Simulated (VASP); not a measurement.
# KF (Fm-3m) in VASP: further runs

The runs below take KF through single point, with PBE, LDA, RPBE.

Program: VASP 6.6.1. These are calculated values, not measurements. Logs are shortened: lines on timing, memory, paths and dates and some standing lists are left out, and cuts for length are marked.

### Step 1. The cell of the first run

Symmetry: Fm-3m, No. 225, cubic system. Conventional cell: a = 5.309 Å, b = 5.309 Å, c = 5.309 Å, α = 90.00°, β = 90.00°, γ = 90.00°. K (site symmetry m-3m) has 6 F at 2.65 Å within 3.5 Å. Within 3.5 Å of F (site symmetry m-3m) lie 6 K at 2.65 Å.

### Step 2. Single point, PBE

INCAR

```
SYSTEM = KF
  PREC = Accurate
  ENCUT = 600
  EDIFF = 1E-6
  ISMEAR = 0
  SIGMA = 0.1
  LREAL = .FALSE.
  LASPH = .TRUE.
  NELM = 120
  ALGO = Normal
  ISIF = 2
  LWAVE = .FALSE.
  LCHARG = .TRUE.
  GGA = PE
  LELF = .TRUE.
  LVHAR = .TRUE.
  NBANDS = 15
  GGA_COMPAT = .FALSE.
```

KPOINTS

```
Automatic mesh
0
G
  6 6 6
  0 0 0
```

POSCAR

```
KF
1.0
    0.0000000000      2.6544134050      2.6544134050
    2.6544134050      0.0000000000      2.6544134050
    2.6544134050      2.6544134050      0.0000000000
K F
1 1
Direct
    0.0950000000      0.6110000000      0.2190000000
    0.5950000000      1.1110000000      0.7190000000
```

Potentials or basis: VASP PAW PBE potentials, release 64 (K_sv, F).

The run is started by

```sh
$ cat potpaw_PBE.64/K_sv/POTCAR potpaw_PBE.64/F/POTCAR > POTCAR
$ mpirun -np 1 vasp_std > vasp.out
```

OUTCAR:

```text
SYSTEM = KF
   PREC = Accurate
   ENCUT = 600
   EDIFF = 1E-6
   ISMEAR = 0
   LREAL = .FALSE.
   LASPH = .TRUE.
   NELM = 120
   ISIF = 2
   GGA = PE

 ion  position               nearest neighbor table
   1  0.095  0.611  0.219-   2 2.65   2 2.65   2 2.65   2 2.65   2 2.65   2 2.65
   2  0.595  0.111  0.719-   1 2.65   1 2.65   1 2.65   1 2.65   1 2.65   1 2.65

  LATTYP: Found a face centered cubic cell.
 ALAT       =     5.3088268100

  Lattice vectors:

 A1 = (   0.0000000000,   2.6544134050,   2.6544134050)
 A2 = (   2.6544134050,   0.0000000000,   2.6544134050)
 A3 = (   2.6544134050,   2.6544134050,   0.0000000000)

Analysis of symmetry for initial positions (statically):
=====================================================================
 Subroutine PRICEL returns:
 Original cell was already a primitive cell.

 Routine SETGRP: Setting up the symmetry group for a
 face centered cubic supercell.

 Subroutine GETGRP returns: Found 48 space group operations
 (whereof  1 operations were pure point group operations)
 out of a pool of 48 trial point group operations.

The static configuration has the point symmetry C_1 .
 The point group associated with its full space group is O_h .

Analysis of symmetry for dynamics (positions and initial velocities):
=====================================================================
 Subroutine PRICEL returns:
 Original cell was already a primitive cell.

 Routine SETGRP: Setting up the symmetry group for a
 face centered cubic supercell.

 Subroutine GETGRP returns: Found 48 space group operations
 (whereof  1 operations were pure point group operations)
 out of a pool of 48 trial point group operations.

The dynamic configuration has the point symmetry C_1 .
 The point group associated with its full space group is O_h .

 Subroutine INISYM returns: Found 48 space group operations
 (whereof  1 operations are pure point group operations),
 and found     1 'primitive' translations

----------------------------------------------------------------------------------------

                                     Primitive cell

  volume of cell :      37.4055

  direct lattice vectors                    reciprocal lattice vectors
     0.000000000  2.654413405  2.654413405    -0.188365535  0.188365535  0.188365535
     2.654413405  0.000000000  2.654413405     0.188365535 -0.188365535  0.188365535
     2.654413405  2.654413405  0.000000000     0.188365535  0.188365535 -0.188365535

  length of vectors
     3.753907437  3.753907437  3.753907437     0.326258676  0.326258676  0.326258676

  position of ions in fractional coordinates (direct lattice)
     0.095000000  0.611000000  0.219000000
     0.595000000  0.111000000  0.719000000

  ion indices of the primitive-cell ions
   primitive index   ion index
                 1           1
                 2           2

----------------------------------------------------------------------------------------

 KPOINTS: Automatic mesh

Automatic generation of k-mesh.
 Grid dimensions read from file:
 generate k-points for:    6    6    6

 Generating k-lattice:

  Cartesian coordinates                     Fractional coordinates (reciprocal lattice)
    -0.031394256  0.031394256  0.031394256     0.166666667  0.000000000  0.000000000
     0.031394256 -0.031394256  0.031394256     0.000000000  0.166666667  0.000000000
     0.031394256  0.031394256 -0.031394256     0.000000000  0.000000000  0.166666667

  Length of vectors
     0.054376446  0.054376446  0.054376446

  Shift w.r.t. Gamma in fractional coordinates (k-lattice)
     0.000000000  0.000000000  0.000000000

 Subroutine IBZKPT returns following result:
 ===========================================

 Found     16 irreducible k-points:

 Following reciprocal coordinates:
            Coordinates               Weight
  0.000000  0.000000  0.000000      1.000000
  0.166667  0.000000  0.000000      8.000000
  0.333333  0.000000  0.000000      8.000000
  0.500000  0.000000  0.000000      4.000000
  0.166667  0.166667  0.000000      6.000000
  0.333333  0.166667  0.000000     24.000000
[... 8 lines left out ...]
 -0.333333  0.333333  0.166667     24.000000
 -0.333333  0.500000  0.166667     12.000000
   k-points           NKPTS =     16   k-points in BZ     NKDIM =     16   number of bands    NBANDS=     15
   number of dos      NEDOS =    301   number of ions     NIONS =      2
   total plane-waves  NPLWV =  27000
   dimension x,y,z NGX =    30 NGY =   30 NGZ =   30
   dimension x,y,z NGXF=    60 NGYF=   60 NGZF=   60
   ions per type =               1   1
   NGX,Y,Z   is equivalent  to a cutoff of  13.29, 13.29, 13.29 a.u.
   NGXF,Y,Z  is equivalent  to a cutoff of  26.57, 26.57, 26.57 a.u.
 SYSTEM =  KF
   PREC   = accura    normal or accurate (medium, high low for compatibility)
   ISTART =      0    job   : 0-new  1-cont  2-samecut
   ICHARG =      2    charge: 1-file 2-atom 10-const
   ISPIN  =      1    spin polarized calculation?
   LNONCOLLINEAR =      F non collinear calculations
   LSORBIT =      F    spin-orbit coupling
   LASPH  =      T    aspherical Exc in radial PAW
   ENCUT  =  600.0 eV  44.10 Ry    6.64 a.u.   7.50  7.50  7.50*2*pi/ulx,y,z
   NELM   =    120;   NELMIN=  2; NELMDL= -5     # of ELM steps
   EDIFF  = 0.1E-05   stopping-criterion for ELM
   LREAL  =      F    real-space projection
   EDIFFG = 0.1E-04   stopping-criterion for IOM
   NSW    =      0    number of steps for IOM
   IBRION =     -1    ionic relax: 0-MD 1-quasi-New 2-CG
   NFREE  =      0    steps in history (QN), initial steepest desc. (CG)
   ISIF   =      2    stress and relaxation
   ISYM   =      2    0-nonsym 1-usesym 2-fastsym
   POTIM  = 0.5000    time-step for ionic-motion
   TEBEG  =    0.0;   TEEND  =   0.0 temperature during run
   PSTRESS=    0.0 pullay stress
   NELECT =      16.0000    total number of electrons
   NUPDOWN=      -1.0000    fix difference up-down
   EMIN   =  10.00;   EMAX   =-10.00  energy-range for DOS
   EFERMI =   0.00;   METHOD = LEGACY
   ISMEAR =     0;   SIGMA  =   0.10  broadening in eV -4-tet -1-fermi 0-gaus
   EFERMI_NEDOS =   21; number of points for ismear=-14 and -15
   IALGO  =     38    algorithm
   IMIX   =      4    mixing-type and parameters
     AMIX     =   0.40;   BMIX     =  1.00
     AMIX_MAG =   1.60;   BMIX_MAG =  1.00
  volume/ion in A,a.u.               =      18.70       126.21
  Fermi-wavevector in a.u.,A,eV,Ry     =   1.233492  2.330962 20.701292  1.521502
  Thomas-Fermi vector in A             =   2.368220
   LORBIT       =      0    0 simple, 1 ext, 2 COOP (PROOUT), +10 PAW based schemes
   GGA     = PE    functional components
   LHFCALC =     F    Hartree Fock is set to
   AEXX    =    0.0000 exact exchange contribution
   IVDW    =     0    specifies the selected vdW correction
   LEPSILON=     F    determine dielectric tensor
   LRPA    =     F    only Hartree local field effects (RPA)
 non-spin polarized calculation
 Gauss-broadening in eV      SIGMA  =   0.10
  energy-cutoff  :      600.00
  volume of cell :       37.41
 maximum number of plane-waves:      1272
 NGX is ok and might be reduce to    30
   NGX = 15   NGY = 15   NGZ = 15

 number of electron      16.0000000 magnetization

 Free energy of the ion-electron system (eV)
  ---------------------------------------------------
  ext. energy  EPLUGINS =         0.00000000
  ---------------------------------------------------
  free energy    TOTEN  =        -8.28267917 eV

  energy without entropy =       -8.28267917  energy(sigma->0) =       -8.28267917

 E-fermi :  -2.2918     XC(G=0):  -8.4931

 val. band max:       -2.7530347355   @ k =   0.0000   0.0000   0.0000
 cond. band min:       3.5183976143   @ k =   0.0000   0.0000   0.0000
 fundamental gap:      6.2714323497
 Fermi energy:        -2.2917554636

 k-point     1 :       0.0000    0.0000    0.0000
  band No.  band energies     occupation
      1     -28.8350      2.00000
      2     -21.4207      2.00000
      3     -12.0710      2.00000
      4     -12.0710      2.00000
      5     -12.0710      2.00000
      6      -2.7530      2.00000
      7      -2.7530      2.00000
      8      -2.7530      2.00000
      9       3.5184      0.00000
     10       7.9825      0.00000
     11       7.9825      0.00000
     12       7.9825      0.00000
     13       9.6808      0.00000
     14       9.6808      0.00000
     15      14.3182      0.00000

 k-point     2 :       0.1667    0.0000    0.0000
  band No.  band energies     occupation
      1     -28.8093      2.00000
      2     -21.4448      2.00000
      3     -12.1434      2.00000
      4     -12.0806      2.00000
      5     -12.0806      2.00000
      6      -2.9921      2.00000
      7      -2.8469      2.00000
      8      -2.8469      2.00000
      9       4.2734      0.00000
     10       7.6012      0.00000
     11       8.3510      0.00000
     12       8.3510      0.00000
     13       9.9478      0.00000
     14       9.9478      0.00000
     15      15.5480      0.00000

 k-point     3 :       0.3333    0.0000    0.0000
  band No.  band energies     occupation
      1     -28.7573      2.00000
      2     -21.4939      2.00000
      3     -12.2861      2.00000
      4     -12.0994      2.00000
      5     -12.0994      2.00000
      6      -3.3924      2.00000
      7      -3.0285      2.00000
      8      -3.0285      2.00000
      9       5.8300      0.00000
     10       7.4180      0.00000
     11       9.0904      0.00000
     12       9.0904      0.00000
     13      10.7972      0.00000
     14      10.7972      0.00000
     15      15.2285      0.00000

 k-point     4 :       0.5000    0.0000    0.0000
  band No.  band energies     occupation
      1     -28.7309      2.00000
      2     -21.5187      2.00000
      3     -12.3564      2.00000
      4     -12.1087      2.00000
      5     -12.1087      2.00000
      6      -3.5667      2.00000
      7      -3.1161      2.00000
      8      -3.1161      2.00000
      9       6.3987      0.00000
     10       8.0021      0.00000
     11       9.4139      0.00000
     12       9.4139      0.00000
     13      11.6796      0.00000
     14      11.6796      0.00000
     15      13.6060      0.00000
[... 163 lines left out ...]
 k-point    14 :       0.5000    0.3333    0.1667
  band No.  band energies     occupation
      1     -28.7278      2.00000
      2     -21.4787      2.00000
      3     -12.3811      2.00000
      4     -12.3238      2.00000
      5     -12.1554      2.00000
      6      -3.2603      2.00000
      7      -3.0334      2.00000
      8      -2.8634      2.00000
      9       6.5692      0.00000
     10       6.7645      0.00000
     11       9.0453      0.00000
     12      10.2792      0.00000
     13      10.6620      0.00000
     14      11.8560      0.00000
     15      13.7636      0.00000

 k-point    15 :      -0.3333    0.3333    0.1667
  band No.  band energies     occupation
      1     -28.7118      2.00000
      2     -21.4812      2.00000
      3     -12.4428      2.00000
      4     -12.3923      2.00000
      5     -12.1561      2.00000
      6      -3.2433      2.00000
      7      -2.9851      2.00000
      8      -2.9626      2.00000
      9       6.8872      0.00000
     10       7.2284      0.00000
     11       8.7988      0.00000
     12      10.5612      0.00000
     13      11.1875      0.00000
     14      12.4471      0.00000
     15      12.9338      0.00000

 k-point    16 :      -0.3333    0.5000    0.1667
  band No.  band energies     occupation
      1     -28.7062      2.00000
      2     -21.4618      2.00000
      3     -12.5732      2.00000
      4     -12.3890      2.00000
      5     -12.1950      2.00000
      6      -3.0821      2.00000
      7      -2.9400      2.00000
      8      -2.8679      2.00000
      9       6.2316      0.00000
     10       7.9702      0.00000
     11       8.3033      0.00000
     12      10.9005      0.00000
     13      11.6063      0.00000
     14      12.5178      0.00000
     15      12.7472      0.00000

------------------------ aborting loop because EDIFF is reached ----------------------------------------

  FORCE on cell =-STRESS in cart. coord.  units (eV):
  Direction    XX          YY          ZZ          XY          YZ          ZX
  --------------------------------------------------------------------------------------
  -------------------------------------------------------------------------------------
  Total        0.4988841      0.4988841      0.4988841     -0.0000000     -0.0000000     -0.0000000
  in kB       21.3685263     21.3685263     21.3685263     -0.0000000     -0.0000000     -0.0000000
  external PRESSURE =      21.3685263 kB  Pullay stress =       0.0000000 kB

 VOLUME and BASIS-vectors are now :
 -----------------------------------------------------------------------------
  energy-cutoff  :      600.00
  volume of cell :       37.41
      direct lattice vectors                 reciprocal lattice vectors
     0.000000000  2.654413405  2.654413405    -0.188365535  0.188365535  0.188365535
     2.654413405  0.000000000  2.654413405     0.188365535 -0.188365535  0.188365535
     2.654413405  2.654413405  0.000000000     0.188365535  0.188365535 -0.188365535

 POSITION                                       TOTAL-FORCE (eV/Angst)
 -----------------------------------------------------------------------------------
      2.20316      0.83349      1.87402         0.000000      0.000000      0.000000
      2.20316      3.48790      1.87402        -0.000000     -0.000000     -0.000000
 -----------------------------------------------------------------------------------
    total drift:                                0.000011      0.000008     -0.000048

  FREE ENERGIE OF THE ION-ELECTRON SYSTEM (eV)
  ---------------------------------------------------
  free  energy   TOTEN  =        -8.2826791728 eV

  energy  without entropy=       -8.2826791728  energy(sigma->0) =       -8.28267917
```

It took 13 s on 1 thread of Intel Xeon Platinum 8259CL at 2.50GHz (Skylake/Cascade Lake), shared host; peak memory 0.17 GiB.

What came out:

```
Free energy            : -8.2827 eV
Pressure               : 2.1 GPa
Band gap on the k mesh : 6.27 eV
```

### Step 3. Single point, LDA

INCAR

```
ALGO = Normal
EDIFF = 1E-6
ENCUT = 600
GGA_COMPAT = F
ISIF = 2
ISMEAR = 0
LASPH = T
LCHARG = T
LELF = T
LREAL = F
LVHAR = T
LWAVE = F
NBANDS = 15
NELM = 120
PREC = Accurate
SIGMA = 0.1
```

KPOINTS

```
k-points
0
Gamma
  6 6 6
```

POSCAR

```
KF
1.0
    0.0000000000      2.6544134050      2.6544134050
    2.6544134050      0.0000000000      2.6544134050
    2.6544134050      2.6544134050      0.0000000000
K F
1 1
Direct
    0.0000000000      0.0000000000      0.0000000000
    0.5000000000      0.5000000000      0.5000000000
```

Potentials or basis: VASP PAW LDA potentials, release 64 (K_sv, F).

The run is started by

```sh
$ cat potpaw_LDA.64/K_sv/POTCAR potpaw_LDA.64/F/POTCAR > POTCAR
$ mpirun -np 1 vasp_std > vasp.out
```

Wall time 12 s (1 thread of Intel Xeon Platinum 8259CL at 2.50GHz (Skylake/Cascade Lake), shared host); peak memory 0.15 GiB.

Results (log left out):

- Free energy: -9.0496 eV
- Pressure: -2.9 GPa
- Band gap on the k mesh: 5.89 eV

Levels at points of the mesh, in eV from the valence-band top:
```csv
k point,band 6,band 7,band 8,band 9,band 10,band 11
"(0.00, 0.00, 0.00)",0.00,0.00,0.00,5.89,10.57,10.57
"(0.50, 0.00, 0.00)",-0.87,-0.38,-0.38,8.86,10.36,12.06
"(0.50, 0.50, 0.00)",-0.20,-0.05,-0.05,7.91,10.23,11.55
```

(Part 1 of 2 ends here.)
